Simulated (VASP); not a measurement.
# Sr (P6_3/mmc) in VASP: a series of runs

Sr is run at these levels: r2SCAN; tasks: single point.

Everything below comes from runs of VASP 6.6.1. Logs are shortened: lines on timing, memory, paths and dates and some standing lists are left out, and cuts for length are marked.

## 1. The cell of the first run

Symmetry: P6_3/mmc, No. 194, hexagonal system. The conventional cell has a = 4.310 Å, b = 4.310 Å, c = 7.332 Å, α = 90.00°, β = 90.00°, γ = 120.00°. Within 5.7 Å of Sr (site symmetry -6m2) lie 12 Sr at 4.31 to 4.43 Å.

This isn't the form of Sr at room conditions, which is fcc.

## 2. Single point, r2SCAN (strain +0.000 along x and y, +0.040 along z)

POSCAR reads:

```
Sr
1.0
    4.3100002207      0.0000000000      0.0000000000
   -2.1550001104      3.7325696814      0.0000000000
    0.0000000000      0.0000000000      7.3320000000
Sr
2
Direct
    0.3333333333      0.6666666667      0.2500000000
    0.6666666667      0.3333333333      0.7500000000
```

INCAR.step1 reads:

```
SYSTEM = Sr
PREC = Accurate
ENCUT = 520
ISMEAR = 0
SIGMA = 0.15
LREAL = .False.
LASPH = .True.
NELM = 100
NBANDS = 17
GGA = PE
ALGO = Normal
EDIFF = 1E-4
LWAVE = .True.
LCHARG = .False.
```

INCAR.step2 reads:

```
SYSTEM = Sr
PREC = Accurate
ENCUT = 520
EDIFF = 1E-6
ISMEAR = 0
SIGMA = 0.15
LREAL = .False.
LASPH = .True.
NELM = 100
ALGO = Normal
ISIF = 2
LWAVE = .False.
LCHARG = .True.
METAGGA = R2SCAN
LMIXTAU = .True.
LELF = .True.
LVHAR = .True.
NBANDS = 17
ISTART = 1
```

KPOINTS reads:

```
regular mesh
0
Gamma
  12 12 8
  0 0 0
```

Potentials or basis: VASP PAW PBE potentials, release 64 (Sr_sv).

Started as:

```sh
$ cat potpaw_PBE.64/Sr_sv/POTCAR > POTCAR
$ cp INCAR.step1 INCAR
$ mpirun -np 1 vasp_std > vasp.out
$ cp INCAR.step2 INCAR
$ mpirun -np 1 vasp_std > vasp.out
```

OUTCAR:

```text
SYSTEM = Sr
   PREC = Accurate
   ENCUT = 520
   EDIFF = 1E-6
   ISMEAR = 0
   LREAL = .False.
   LASPH = .True.
   NELM = 100
   ISIF = 2
   METAGGA = R2SCAN
   ISTART = 1

 ion  position               nearest neighbor table
   1  0.333  0.667  0.250-   2 4.43   2 4.43   2 4.43   2 4.43   2 4.43   2 4.43
   2  0.667  0.333  0.750-   1 4.43   1 4.43   1 4.43   1 4.43   1 4.43   1 4.43

  LATTYP: Found a hexagonal cell.
 ALAT       =     4.3100002207
 C/A-ratio  =     1.7011600057

  Lattice vectors:

 A1 = (   4.3100002207,   0.0000000000,   0.0000000000)
 A2 = (  -2.1550001104,   3.7325696814,   0.0000000000)
 A3 = (   0.0000000000,   0.0000000000,   7.3320000000)

Analysis of symmetry for initial positions (statically):
=====================================================================
 Subroutine PRICEL returns:
 Original cell was already a primitive cell.

 Routine SETGRP: Setting up the symmetry group for a
 hexagonal supercell.

 Subroutine GETGRP returns: Found 24 space group operations
 (whereof 12 operations were pure point group operations)
 out of a pool of 24 trial point group operations.

The static configuration has the point symmetry D_3d.
 The point group associated with its full space group is D_6h.

Analysis of symmetry for dynamics (positions and initial velocities):
=====================================================================
 Subroutine PRICEL returns:
 Original cell was already a primitive cell.

 Routine SETGRP: Setting up the symmetry group for a
 hexagonal supercell.

 Subroutine GETGRP returns: Found 24 space group operations
 (whereof 12 operations were pure point group operations)
 out of a pool of 24 trial point group operations.

The dynamic configuration has the point symmetry D_3d.
 The point group associated with its full space group is D_6h.

 Subroutine INISYM returns: Found 24 space group operations
 (whereof 12 operations are pure point group operations),
 and found     1 'primitive' translations

----------------------------------------------------------------------------------------

                                     Primitive cell

  volume of cell :     117.9526

  direct lattice vectors                    reciprocal lattice vectors
     4.310000221  0.000000000  0.000000000     0.232018550  0.133955972  0.000000000
    -2.155000110  3.732569681  0.000000000     0.000000000  0.267911944  0.000000000
     0.000000000  0.000000000  7.332000000     0.000000000  0.000000000  0.136388434

  length of vectors
     4.310000221  4.310000221  7.332000000     0.267911944  0.267911944  0.136388434

  position of ions in fractional coordinates (direct lattice)
     0.333333333  0.666666667  0.250000000
     0.666666667  0.333333333  0.750000000

  ion indices of the primitive-cell ions
   primitive index   ion index
                 1           1
                 2           2

----------------------------------------------------------------------------------------

 KPOINTS: regular mesh

Automatic generation of k-mesh.
 Grid dimensions read from file:
 generate k-points for:   12   12    8

 Generating k-lattice:

  Cartesian coordinates                     Fractional coordinates (reciprocal lattice)
     0.019334879  0.011162998  0.000000000     0.083333333  0.000000000  0.000000000
     0.000000000  0.022325995  0.000000000     0.000000000  0.083333333  0.000000000
     0.000000000  0.000000000  0.017048554     0.000000000  0.000000000  0.125000000

  Length of vectors
     0.022325995  0.022325995  0.017048554

  Shift w.r.t. Gamma in fractional coordinates (k-lattice)
     0.000000000  0.000000000  0.000000000

 Subroutine IBZKPT returns following result:
 ===========================================

 Found     95 irreducible k-points:

 Following reciprocal coordinates:
            Coordinates               Weight
  0.000000  0.000000  0.000000      1.000000
  0.083333  0.000000  0.000000      6.000000
  0.166667  0.000000  0.000000      6.000000
  0.250000  0.000000  0.000000      6.000000
  0.333333  0.000000  0.000000      6.000000
  0.416667  0.000000  0.000000      6.000000
[... 16 lines left out ...]
  0.250000  0.000000  0.125000     12.000000
  0.333333  0.000000  0.125000     12.000000
 [... further k-points ...]
   k-points           NKPTS =     95   k-points in BZ     NKDIM =     95   number of bands    NBANDS=     17
   number of dos      NEDOS =    301   number of ions     NIONS =      2
   total plane-waves  NPLWV =  57344
   dimension x,y,z NGX =    32 NGY =   32 NGZ =   56
   dimension x,y,z NGXF=    64 NGYF=   64 NGZF=  112
   ions per type =               2
   NGX,Y,Z   is equivalent  to a cutoff of  12.34, 12.34, 12.70 a.u.
   NGXF,Y,Z  is equivalent  to a cutoff of  24.69, 24.69, 25.39 a.u.
 SYSTEM =  Sr
   PREC   = accura    normal or accurate (medium, high low for compatibility)
   ISTART =      1    job   : 0-new  1-cont  2-samecut
   ICHARG =      0    charge: 1-file 2-atom 10-const
   ISPIN  =      1    spin polarized calculation?
   LNONCOLLINEAR =      F non collinear calculations
   LSORBIT =      F    spin-orbit coupling
   LASPH  =      T    aspherical Exc in radial PAW
   ENCUT  =  520.0 eV  38.22 Ry    6.18 a.u.   8.01  8.01 13.63*2*pi/ulx,y,z
   NELM   =    100;   NELMIN=  2; NELMDL=  0     # of ELM steps
   EDIFF  = 0.1E-05   stopping-criterion for ELM
   LREAL  =      F    real-space projection
[... 7 lines left out ...]
   TEBEG  =    0.0;   TEEND  =   0.0 temperature during run
   PSTRESS=    0.0 pullay stress
   NELECT =      20.0000    total number of electrons
   NUPDOWN=      -1.0000    fix difference up-down
   EMIN   =  10.00;   EMAX   =-10.00  energy-range for DOS
   EFERMI =   0.00;   METHOD = LEGACY
   ISMEAR =     0;   SIGMA  =   0.15  broadening in eV -4-tet -1-fermi 0-gaus
   EFERMI_NEDOS =   21; number of points for ismear=-14 and -15
   IALGO  =     38    algorithm
   IMIX   =      4    mixing-type and parameters
     AMIX     =   0.40;   BMIX     =  1.00
     AMIX_MAG =   1.60;   BMIX_MAG =  1.00
  volume/ion in A,a.u.               =      58.98       397.99
  Fermi-wavevector in a.u.,A,eV,Ry     =   0.906113  1.712305 11.170933  0.821040
  Thomas-Fermi vector in A             =   2.029762
   LORBIT       =      0    0 simple, 1 ext, 2 COOP (PROOUT), +10 PAW based schemes
   METAGGA = R2SCAN    functional components
   LHFCALC =     F    Hartree Fock is set to
   AEXX    =    0.0000 exact exchange contribution
   IVDW    =     0    specifies the selected vdW correction
   LEPSILON=     F    determine dielectric tensor
   LRPA    =     F    only Hartree local field effects (RPA)
 non-spin polarized calculation
 Gauss-broadening in eV      SIGMA  =   0.15
  energy-cutoff  :      520.00
  volume of cell :      117.95
 maximum number of plane-waves:      3200
   NGX = 17   NGY = 17   NGZ = 27

 number of electron      20.0000000 magnetization

 Free energy of the ion-electron system (eV)
  ---------------------------------------------------
  ext. energy  EPLUGINS =         0.00000000
  ---------------------------------------------------
  free energy    TOTEN  =       -30.19402497 eV

  energy without entropy =      -30.16738374  energy(sigma->0) =      -30.18070436

 E-fermi :   1.3881     XC(G=0):  -7.5745

 val. band max:        1.3782138121   @ k =   0.3333   0.3333   0.2500
 cond. band min:       1.4104341746   @ k =   0.0833   0.0833   0.1250
 fundamental gap:      0.0322203625
 Fermi energy:         1.3880675512

 k-point     1 :       0.0000    0.0000    0.0000
  band No.  band energies     occupation
      1     -36.7902      2.00000
      2     -36.7812      2.00000
      3     -18.1958      2.00000
      4     -18.0775      2.00000
      5     -18.0775      2.00000
      6     -18.0603      2.00000
[... 9 lines left out ...]
     16       4.3485      0.00000
     17       5.0259      0.00000

 k-point     2 :       0.0833    0.0000    0.0000
  band No.  band energies     occupation
      1     -36.7895      2.00000
      2     -36.7807      2.00000
      3     -18.1923      2.00000
      4     -18.0868      2.00000
      5     -18.0802      2.00000
      6     -18.0699      2.00000
[... 9 lines left out ...]
     16       4.4454      0.00000
     17       4.8049      0.00000

 k-point     3 :       0.1667    0.0000    0.0000
  band No.  band energies     occupation
      1     -36.7875      2.00000
      2     -36.7795      2.00000
      3     -18.1823      2.00000
      4     -18.1125      2.00000
      5     -18.0958      2.00000
      6     -18.0876      2.00000
[... 9 lines left out ...]
     16       4.3423      0.00000
     17       4.6558      0.00000

 k-point     4 :       0.2500    0.0000    0.0000
  band No.  band energies     occupation
      1     -36.7846      2.00000
      2     -36.7780      2.00000
      3     -18.1675      2.00000
      4     -18.1476      2.00000
      5     -18.1304      2.00000
      6     -18.0975      2.00000
[... 9 lines left out ...]
     16       4.5491      0.00000
     17       4.7748      0.00000
[... 343 lines left out ...]
      1     -36.7872      2.00000
      2     -36.7798      2.00000
      3     -18.1784      2.00000
      4     -18.1111      2.00000
      5     -18.0979      2.00000
      6     -18.0868      2.00000
[... 9 lines left out ...]
     16       4.5813      0.00000
     17       4.6261      0.00000

 k-point    23 :       0.2500    0.0000    0.1250
  band No.  band energies     occupation
      1     -36.7844      2.00000
      2     -36.7782      2.00000
      3     -18.1683      2.00000
      4     -18.1429      2.00000
      5     -18.1320      2.00000
      6     -18.0965      2.00000
[... 9 lines left out ...]
     16       4.6592      0.00000
     17       4.7809      0.00000

 k-point    24 :       0.3333    0.0000    0.1250
  band No.  band energies     occupation
      1     -36.7815      2.00000
      2     -36.7767      2.00000
      3     -18.1859      2.00000
      4     -18.1672      2.00000
      5     -18.1431      2.00000
      6     -18.1061      2.00000
[... 9 lines left out ...]
     16       4.9763      0.00000
     17       5.3080      0.00000

 [... further k-points ...]

------------------------ aborting loop because EDIFF is reached ----------------------------------------

  FORCE on cell =-STRESS in cart. coord.  units (eV):
  Direction    XX          YY          ZZ          XY          YZ          ZX
  --------------------------------------------------------------------------------------
  -------------------------------------------------------------------------------------
  Total       -0.0866798     -0.0866798     -0.6323943      0.0000000      0.0000000      0.0000000
  in kB       -1.1773907     -1.1773907     -8.5899544      0.0000000      0.0000000      0.0000000
  external PRESSURE =      -3.6482453 kB  Pullay stress =       0.0000000 kB

 VOLUME and BASIS-vectors are now :
 -----------------------------------------------------------------------------
  energy-cutoff  :      520.00
  volume of cell :      117.95
      direct lattice vectors                 reciprocal lattice vectors
     4.310000221  0.000000000  0.000000000     0.232018550  0.133955972  0.000000000
    -2.155000110  3.732569681  0.000000000     0.000000000  0.267911944  0.000000000
     0.000000000  0.000000000  7.332000000     0.000000000  0.000000000  0.136388434

 POSITION                                       TOTAL-FORCE (eV/Angst)
 -----------------------------------------------------------------------------------
     -0.00000      2.48838      1.83300        -0.000000     -0.000000     -0.000000
      2.15500      1.24419      5.49900         0.000000      0.000000      0.000000
 -----------------------------------------------------------------------------------
    total drift:                               -0.000000      0.000000     -0.000000

  FREE ENERGIE OF THE ION-ELECTRON SYSTEM (eV)
  ---------------------------------------------------
  free  energy   TOTEN  =       -30.1940249715 eV

  energy  without entropy=      -30.1673837442  energy(sigma->0) =      -30.18070436
```

Wall time 12 min (1 thread of Intel Xeon 8259CL, shared host); peak memory 0.35 GiB.

Results:

```yaml
Free_energy: -30.1940 eV
Pressure: -0.4 GPa
Band_gap_on_the_k_mesh: zero (bands 10 and 11 overlap by 0.50 eV)
```

Stress tensor (GPa, compression positive):
```
-0.12  0.00  0.00
 0.00 -0.12  0.00
 0.00  0.00 -0.86
```

Levels at points of the mesh, in eV from the Fermi level:
| k point | band 6 | band 7 | band 8 | band 9 | band 10 | band 11 | band 12 | band 13 | band 14 | band 15 |
| --- | --- | --- | --- | --- | --- | --- | --- | --- | --- | --- |
| (0.00, 0.00, 0.00) | -19.45 | -19.45 | -19.44 | -3.75 | -1.18 | -0.28 | 2.36 | 2.60 | 2.60 | 2.96 |
| (0.50, 0.00, 0.00) | -19.50 | -19.48 | -19.47 | -1.04 | -0.58 | 0.15 | 0.37 | 1.29 | 1.84 | 2.58 |
| (0.00, 0.00, 0.50) | -19.46 | -19.46 | -19.46 | -2.86 | -2.86 | 1.27 | 1.27 | 2.62 | 2.62 | 2.62 |
| (0.50, 0.00, 0.50) | -19.49 | -19.48 | -19.48 | -0.71 | -0.71 | 0.15 | 0.15 | 1.44 | 1.44 | 3.31 |

Caveat: the cell differs from its parent crystal (strain +0.000 along x and y, +0.040 along z); the PAW data sets were made with another functional, which shifts forces and pressure a little.

## 3. Single point, r2SCAN (strain +0.080 along x and y, -0.080 along z)

POSCAR reads:

```
Sr
1.0
    4.6548002383      0.0000000000      0.0000000000
   -2.3274001192      4.0311752559      0.0000000000
    0.0000000000      0.0000000000      6.4860000000
Sr
2
Direct
    0.3333333333      0.6666666667      0.2500000000
    0.6666666667      0.3333333333      0.7500000000
```

INCAR.step1 reads:

```
PREC = Accurate ; ENCUT = 520
ISMEAR = 0 ; SIGMA = 0.15
LREAL = F ; LASPH = T
NELM = 80 ; NBANDS = 17
GGA = PE ; ALGO = Normal
EDIFF = 1E-4 ; LWAVE = T
LCHARG = F
```

INCAR.step2 reads:

```
PREC = Accurate ; ENCUT = 520
EDIFF = 1E-6 ; ISMEAR = 0
SIGMA = 0.15 ; LREAL = F
LASPH = T ; NELM = 80
ALGO = Normal ; ISIF = 2
LWAVE = F ; LCHARG = T
METAGGA = R2SCAN ; LMIXTAU = T
LELF = T ; LVHAR = T
NBANDS = 17 ; ISTART = 1
```

KPOINTS reads:

```
Automatic mesh
0
Gamma
  12 12 8
```

Potentials or basis: VASP PAW PBE potentials, release 64 (Sr_sv).

Started as:

```sh
$ cat potpaw_PBE.64/Sr_sv/POTCAR > POTCAR
$ cp INCAR.step1 INCAR
$ mpirun -np 1 vasp_std > vasp.out
$ cp INCAR.step2 INCAR
$ mpirun -np 1 vasp_std > vasp.out
```

It took 15 min on 1 thread of Intel Xeon 8259CL, shared host; peak memory 0.37 GiB.

It converged, with:

- Free energy: -30.0742 eV
- Pressure: -0.5 GPa
- Band gap on the k mesh: zero (bands 10 and 11 overlap by 0.47 eV)

Stress tensor (GPa, compression positive):
```
-1.35  0.00  0.00
 0.00 -1.35  0.00
 0.00  0.00  1.17
```

Levels at points of the mesh, in eV from the Fermi level:
| k point | band 6 | band 7 | band 8 | band 9 | band 10 | band 11 | band 12 | band 13 | band 14 | band 15 |
| --- | --- | --- | --- | --- | --- | --- | --- | --- | --- | --- |
| (0.00, 0.00, 0.00) | -19.52 | -19.52 | -19.51 | -3.68 | -0.63 | 0.56 | 2.26 | 2.26 | 2.86 | 2.86 |
| (0.50, 0.00, 0.00) | -19.58 | -19.57 | -19.52 | -1.33 | -0.84 | 0.25 | 0.41 | 1.72 | 1.96 | 2.47 |
| (0.00, 0.00, 0.50) | -19.54 | -19.54 | -19.54 | -2.54 | -2.54 | 1.97 | 1.97 | 2.12 | 2.12 | 2.12 |
| (0.50, 0.00, 0.50) | -19.55 | -19.54 | -19.54 | -0.73 | -0.73 | 0.03 | 0.03 | 1.74 | 1.74 | 2.69 |

Caveat: the cell differs from its parent crystal (strain +0.080 along x and y, -0.080 along z); the PAW data sets were made with another functional, which shifts forces and pressure a little.

## 4. Single point, r2SCAN (strain +0.000 along x and y, +0.080 along z)

POSCAR reads:

```
Sr
1.0
    4.3100002207      0.0000000000      0.0000000000
   -2.1550001104      3.7325696814      0.0000000000
    0.0000000000      0.0000000000      7.6140000000
Sr
2
Direct
    0.3333333333      0.6666666667      0.2500000000
    0.6666666667      0.3333333333      0.7500000000
```

INCAR.step1 reads:

```
SYSTEM = Sr
PREC = Accurate
ENCUT = 520
ISMEAR = 0
SIGMA = 0.15
LREAL = .FALSE.
LASPH = .TRUE.
NELM = 80
NBANDS = 17
GGA = PE
ALGO = Normal
EDIFF = 1E-4
LWAVE = .TRUE.
LCHARG = .FALSE.
```

INCAR.step2 reads:

```
SYSTEM = Sr
PREC = Accurate
ENCUT = 520
EDIFF = 1E-6
ISMEAR = 0
SIGMA = 0.15
LREAL = .FALSE.
LASPH = .TRUE.
NELM = 80
ALGO = Normal
ISIF = 2
LWAVE = .FALSE.
LCHARG = .FALSE.
METAGGA = R2SCAN
LMIXTAU = .TRUE.
NBANDS = 17
ISTART = 1
```

KPOINTS reads:

```
regular mesh
0
G
  12 12 8
  0 0 0
```

Started as:

```sh
$ cat potpaw_PBE.64/Sr_sv/POTCAR > POTCAR
$ cp INCAR.step1 INCAR
$ mpirun -np 1 vasp_std > vasp.out
$ cp INCAR.step2 INCAR
$ mpirun -np 1 vasp_std > vasp.out
```

It took 12 min on 1 thread of Intel Xeon 8259CL, shared host; peak memory 0.37 GiB.

The run converged. Its results:

```yaml
Free_energy: -30.1567 eV
Pressure: -0.7 GPa
Band_gap_on_the_k_mesh: zero (bands 10 and 11 overlap by 0.65 eV)
```

Stress tensor (GPa, compression positive):
```
-0.21  0.00  0.00
 0.00 -0.21  0.00
 0.00  0.00 -1.77
```

Levels at points of the mesh, in eV from the Fermi level:
```tsv
k point	band 6	band 7	band 8	band 9	band 10	band 11	band 12	band 13	band 14	band 15
(0.00, 0.00, 0.00)	-19.53	-19.53	-19.53	-3.68	-1.29	-0.42	2.14	2.60	2.60	2.90
(0.50, 0.00, 0.00)	-19.58	-19.55	-19.54	-0.97	-0.54	0.17	0.40	1.22	1.68	2.68
(0.00, 0.00, 0.50)	-19.53	-19.53	-19.53	-2.87	-2.87	1.12	1.12	2.64	2.64	2.64
(0.50, 0.00, 0.50)	-19.57	-19.55	-19.55	-0.66	-0.66	0.15	0.15	1.38	1.38	3.35
```

Caveat: the cell differs from its parent crystal (strain +0.000 along x and y, +0.080 along z); the PAW data sets were made with another functional, which shifts forces and pressure a little.

## 5. Overview

```csv
cell,gap on the mesh (eV),pressure (GPa)
"a = 4.310, b = 4.310, c = 7.332 Å, angles 90.0, 90.0, 120.0°, 2 atoms",none,-0.4
"a = 4.655, b = 4.655, c = 6.486 Å, angles 90.0, 90.0, 120.0°, 2 atoms",none,-0.5
"a = 4.310, b = 4.310, c = 7.614 Å, angles 90.0, 90.0, 120.0°, 2 atoms",none,-0.7
```

Alike in all rows: task single point; level r2SCAN; potentials or basis VASP PAW PBE potentials, release 64 (Sr_sv); no spin polarisation; k mesh 12 × 12 × 8; cutoff (eV) 520; smearing gaussian 0.15 eV.

Caveats: the PAW data sets were made with another functional, which shifts forces and pressure a little.

Absolute energies hang on the potentials; compare differences alone.

The gap in the log of VASP goes by the Fermi energy; the results here count the filled bands.